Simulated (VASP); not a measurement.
# P (Cmce) in VASP: a series of runs, part 2 of 2

VASP 6.6.1. Earlier steps stand in the parts before.

### 3 Single point, PBEsol+D3(BJ) (uniaxial strain along a: +4.0 %, then relaxed in part)

Contents of INCAR:

```
PREC = Accurate ; ENCUT = 520
EDIFF = 1E-6 ; ISMEAR = 0
SIGMA = 0.1 ; LREAL = False
LASPH = True ; NELM = 100
ALGO = Normal ; ISIF = 2
LWAVE = False ; LCHARG = True
GGA = PS ; IVDW = 12
LELF = True ; LVHAR = True
NBANDS = 30
```

Contents of KPOINTS:

```
regular mesh
0
Gamma
  10 4 10
```

Contents of POSCAR:

```
P
1.0
    3.4831061320      0.0000000000      0.0000000000
    0.0000000000      9.7225445806      0.0000000000
    0.0000000000      0.0000000000      3.7123299564
P
8
Direct
    0.0000000000      0.8871891273      0.9445161941
    0.5000000000      0.8871891273      0.5554838059
    0.5000000000      0.6128108727      0.0554838059
    0.0000000000      0.6128108727      0.4445161941
    0.5000000000      0.3871891273      0.9445161941
    0.0000000000      0.3871891273      0.5554838059
    0.0000000000      0.1128108727      0.0554838059
    0.5000000000      0.1128108727      0.4445161941
```

Potentials or basis: VASP PAW PBE potentials, release 64 (P).

Launch:

```
$ cat potpaw_PBE.64/P/POTCAR > POTCAR
$ mpirun -np 1 vasp_std > vasp.out
```

OUTCAR:

```text
PREC = Accurate
   ENCUT = 520
   EDIFF = 1E-6
   ISMEAR = 0
   LREAL = False
   LASPH = True
   NELM = 100
   ISIF = 2
   GGA = PS
   IVDW = 12
 IVDW          = 12

 ion  position               nearest neighbor table
   1  0.000  0.887  0.945-   7 2.23   2 2.26   2 2.26   2 2.86   2 2.86
   2  0.500  0.887  0.555-   8 2.23   1 2.26   1 2.26   1 2.86   1 2.86
   3  0.500  0.613  0.055-   5 2.23   4 2.26   4 2.26   4 2.86   4 2.86
   4  0.000  0.613  0.445-   6 2.23   3 2.26   3 2.26   3 2.86   3 2.86
   5  0.500  0.387  0.945-   3 2.23   6 2.26   6 2.26   6 2.86   6 2.86
   6  0.000  0.387  0.555-   4 2.23   5 2.26   5 2.26   5 2.86   5 2.86
   7  0.000  0.113  0.055-   1 2.23   8 2.26   8 2.26   8 2.86   8 2.86
   8  0.500  0.113  0.445-   2 2.23   7 2.26   7 2.26   7 2.86   7 2.86

  LATTYP: Found a simple orthorhombic cell.
 ALAT       =     3.4831061320
 B/A-ratio  =     1.0658101751
 C/A-ratio  =     2.7913431897

  Lattice vectors:

 A1 = (  -3.4831061320,   0.0000000000,   0.0000000000)
 A2 = (   0.0000000000,   0.0000000000,   3.7123299564)
 A3 = (   0.0000000000,   9.7225445806,   0.0000000000)

Analysis of symmetry for initial positions (statically):
=====================================================================
 Subroutine PRICEL returns following result:

  LATTYP: Found a base centered orthorhombic cell.
 ALAT       =     3.4831061320
 B/A-ratio  =     2.7913431897
 C/A-ratio  =     1.0658101751

  Lattice vectors:

 A1 = (  -1.7415530660,   4.8612722903,   0.0000000000)
 A2 = (  -1.7415530660,  -4.8612722903,   0.0000000000)
 A3 = (   0.0000000000,   0.0000000000,   3.7123299564)

   2 primitive cells build up your supercell.

 Routine SETGRP: Setting up the symmetry group for a
 simple orthorhombic supercell.

 Subroutine GETGRP returns: Found  8 space group operations
 (whereof  4 operations were pure point group operations)
 out of a pool of  8 trial point group operations.

The static configuration has the point symmetry C_2h.
 The point group associated with its full space group is D_2h.

Analysis of symmetry for dynamics (positions and initial velocities):
=====================================================================
 Subroutine PRICEL returns following result:

  LATTYP: Found a base centered orthorhombic cell.
 ALAT       =     3.4831061320
 B/A-ratio  =     2.7913431897
 C/A-ratio  =     1.0658101751

  Lattice vectors:

 A1 = (  -1.7415530660,   4.8612722903,   0.0000000000)
 A2 = (  -1.7415530660,  -4.8612722903,   0.0000000000)
 A3 = (   0.0000000000,   0.0000000000,   3.7123299564)

   2 primitive cells build up your supercell.

 Routine SETGRP: Setting up the symmetry group for a
 simple orthorhombic supercell.

 Subroutine GETGRP returns: Found  8 space group operations
 (whereof  4 operations were pure point group operations)
 out of a pool of  8 trial point group operations.

The dynamic configuration has the point symmetry C_2h.
 The point group associated with its full space group is D_2h.

 Subroutine INISYM returns: Found  8 space group operations
 (whereof  4 operations are pure point group operations),
[... 44 lines left out ...]
  Length of vectors
     0.028710007  0.025713433  0.026937261

  Shift w.r.t. Gamma in fractional coordinates (k-lattice)
     0.000000000  0.000000000  0.000000000

 Subroutine IBZKPT returns following result:
 ===========================================

 Found    108 irreducible k-points:

 Following reciprocal coordinates:
            Coordinates               Weight
  0.000000  0.000000  0.000000      1.000000
  0.100000  0.000000  0.000000      2.000000
  0.200000  0.000000  0.000000      2.000000
  0.300000  0.000000  0.000000      2.000000
  0.400000  0.000000  0.000000      2.000000
  0.500000  0.000000  0.000000      1.000000
[... 16 lines left out ...]
  0.400000  0.000000  0.100000      4.000000
  0.500000  0.000000  0.100000      2.000000
 [... further k-points ...]
   k-points           NKPTS =    108   k-points in BZ     NKDIM =    108   number of bands    NBANDS=     30
   number of dos      NEDOS =    301   number of ions     NIONS =      8
   total plane-waves  NPLWV =  56448
   dimension x,y,z NGX =    28 NGY =   72 NGZ =   28
   dimension x,y,z NGXF=    56 NGYF=  144 NGZF=   56
   ions per type =               8
   NGX,Y,Z   is equivalent  to a cutoff of  13.36, 12.31, 12.54 a.u.
   NGXF,Y,Z  is equivalent  to a cutoff of  26.73, 24.62, 25.08 a.u.
 SYSTEM =  unknown system
   PREC   = accura    normal or accurate (medium, high low for compatibility)
   ISTART =      0    job   : 0-new  1-cont  2-samecut
   ICHARG =      2    charge: 1-file 2-atom 10-const
   ISPIN  =      1    spin polarized calculation?
   LNONCOLLINEAR =      F non collinear calculations
   LSORBIT =      F    spin-orbit coupling
   LASPH  =      T    aspherical Exc in radial PAW
   ENCUT  =  520.0 eV  38.22 Ry    6.18 a.u.   6.48 18.08  6.90*2*pi/ulx,y,z
   NELM   =    100;   NELMIN=  2; NELMDL= -5     # of ELM steps
   EDIFF  = 0.1E-05   stopping-criterion for ELM
   LREAL  =      F    real-space projection
[... 7 lines left out ...]
   TEBEG  =    0.0;   TEEND  =   0.0 temperature during run
   PSTRESS=    0.0 pullay stress
   NELECT =      40.0000    total number of electrons
   NUPDOWN=      -1.0000    fix difference up-down
   EMIN   =  10.00;   EMAX   =-10.00  energy-range for DOS
   EFERMI =   0.00;   METHOD = LEGACY
   ISMEAR =     0;   SIGMA  =   0.10  broadening in eV -4-tet -1-fermi 0-gaus
   EFERMI_NEDOS =   21; number of points for ismear=-14 and -15
   IALGO  =     38    algorithm
   IMIX   =      4    mixing-type and parameters
     AMIX     =   0.40;   BMIX     =  1.00
     AMIX_MAG =   1.60;   BMIX_MAG =  1.00
  volume/ion in A,a.u.               =      15.71       106.05
  Fermi-wavevector in a.u.,A,eV,Ry     =   1.117628  2.112010 16.994919  1.249091
  Thomas-Fermi vector in A             =   2.254252
   LORBIT       =      0    0 simple, 1 ext, 2 COOP (PROOUT), +10 PAW based schemes
   GGA     = PS    functional components
   LHFCALC =     F    Hartree Fock is set to
   AEXX    =    0.0000 exact exchange contribution
   IVDW    =    12    specifies the selected vdW correction
   LEPSILON=     F    determine dielectric tensor
   LRPA    =     F    only Hartree local field effects (RPA)
 non-spin polarized calculation
 Gauss-broadening in eV      SIGMA  =   0.10
  energy-cutoff  :      520.00
  volume of cell :      125.72
 maximum number of plane-waves:      3413
 NGX is ok and might be reduce to    28
   NGX = 13   NGY = 37   NGZ = 13

 number of electron      39.9999995 magnetization

 Free energy of the ion-electron system (eV)
  ---------------------------------------------------
  ext. energy  EPLUGINS =         0.00000000
  ---------------------------------------------------
  free energy    TOTEN  =       -45.84262393 eV

  energy without entropy =      -45.84001244  energy(sigma->0) =      -45.84131819

 E-fermi :   8.5062     XC(G=0): -11.0019

 val. band max:        8.4918879777   @ k =   0.0000   0.5000   0.4000
 cond. band min:       8.6351461636   @ k =   0.0000   0.0000   0.3000
 fundamental gap:      0.1432581859
 Fermi energy:         8.5061921484

 k-point     1 :       0.0000    0.0000    0.0000
  band No.  band energies     occupation
      1      -7.6989      2.00000
      2      -7.0656      2.00000
      3      -5.2157      2.00000
      4      -3.4492      2.00000
      5       0.3806      2.00000
      6       0.4866      2.00000
[... 781 lines left out ...]
     29      12.3863      0.00000
     30      12.3863      0.00000

 [... further k-points ...]

------------------------ aborting loop because EDIFF is reached ----------------------------------------

 Edisp (eV)   -2.87630

 E8    (eV) :    -1.7059

  FORCE on cell =-STRESS in cart. coord.  units (eV):
  Direction    XX          YY          ZZ          XY          YZ          ZX
  --------------------------------------------------------------------------------------
  -------------------------------------------------------------------------------------
  Total      -2.86633    -0.08453     0.06710     0.00000    -0.00000     0.00000
  in kB     -36.52949    -1.07729     0.85515     0.00000    -0.00000     0.00000
  external pressure =      -12.25 kB  Pullay stress =        0.00 kB

 VOLUME and BASIS-vectors are now :
 -----------------------------------------------------------------------------
  energy-cutoff  :      520.00
  volume of cell :      125.72
      direct lattice vectors                 reciprocal lattice vectors
     3.483106132  0.000000000  0.000000000     0.287100066  0.000000000  0.000000000
     0.000000000  9.722544581  0.000000000     0.000000000  0.102853733  0.000000000
     0.000000000  0.000000000  3.712329956     0.000000000  0.000000000  0.269372607

 POSITION                                       TOTAL-FORCE (eV/Angst)
 -----------------------------------------------------------------------------------
      0.00000      8.62574      3.50636        -0.000000      0.027476     -0.020809
      1.74155      8.62574      2.06214        -0.000000      0.027476      0.020809
      1.74155      5.95808      0.20597        -0.000000     -0.027476      0.020809
      0.00000      5.95808      1.65019         0.000000     -0.027476     -0.020809
      1.74155      3.76446      3.50636         0.000000      0.027476     -0.020809
      0.00000      3.76446      2.06214        -0.000000      0.027476      0.020809
      0.00000      1.09681      0.20597        -0.000000     -0.027476      0.020809
      1.74155      1.09681      1.65019         0.000000     -0.027476     -0.020809
 -----------------------------------------------------------------------------------
    total drift:                               -0.000000     -0.000000      0.000000

  FREE ENERGIE OF THE ION-ELECTRON SYSTEM (eV)
  ---------------------------------------------------
  free  energy   TOTEN  =       -48.7189222493 eV

  energy  without entropy=      -48.7163107624  energy(sigma->0) =      -48.71761651
```

It took 6 min on 1 thread of Intel Xeon 8259CL, shared host; peak memory 0.41 GiB.

Results:

```yaml
Free_energy: -48.7189 eV
Pressure: -1.2 GPa
Largest_force: 0.034 eV/Å
Band_gap_on_the_k_mesh: zero (bands 20 and 21 overlap by 0.79 eV)
Dispersion_energy_per_atom: -0.360 eV
```

Forces on the atoms (eV/Å):
```
P    0.000  0.027 -0.021
P    0.000  0.027  0.021
P    0.000 -0.027  0.021
P    0.000 -0.027 -0.021
P    0.000  0.027 -0.021
P    0.000  0.027  0.021
P    0.000 -0.027  0.021
P    0.000 -0.027 -0.021
```

Levels at points of the mesh, in eV from the Fermi level:
```tsv
k point	band 17	band 18	band 19	band 20	band 21	band 22	band 23	band 24
(0.00, 0.00, 0.00)	-2.00	-1.88	-0.87	-0.66	-0.31	1.28	1.38	1.92
(0.50, 0.00, 0.00)	-1.92	-1.92	-1.33	-1.33	0.75	0.75	0.87	0.87
(0.00, 0.50, 0.00)	-2.68	-2.68	-0.22	-0.22	0.54	0.54	1.98	1.98
(0.50, 0.50, 0.00)	-2.08	-2.08	-2.08	-2.08	0.78	0.78	0.78	0.78
(0.00, 0.00, 0.50)	-1.00	-1.00	-0.58	-0.58	0.94	0.94	0.97	0.97
(0.50, 0.00, 0.50)	-2.87	-2.87	-2.87	-2.87	3.03	3.03	3.03	3.03
(0.00, 0.50, 0.50)	-0.92	-0.92	-0.92	-0.92	1.40	1.40	1.40	1.40
(0.50, 0.50, 0.50)	-2.10	-2.10	-2.10	-2.10	1.61	1.61	1.61	1.61
```

Caveat: the cell differs from its parent crystal (uniaxial strain along a: +4.0 %, then relaxed in part); the PAW data sets were made with another functional, which shifts forces and pressure a little.

The gap in the log of VASP goes by the Fermi energy; the results here count the filled bands.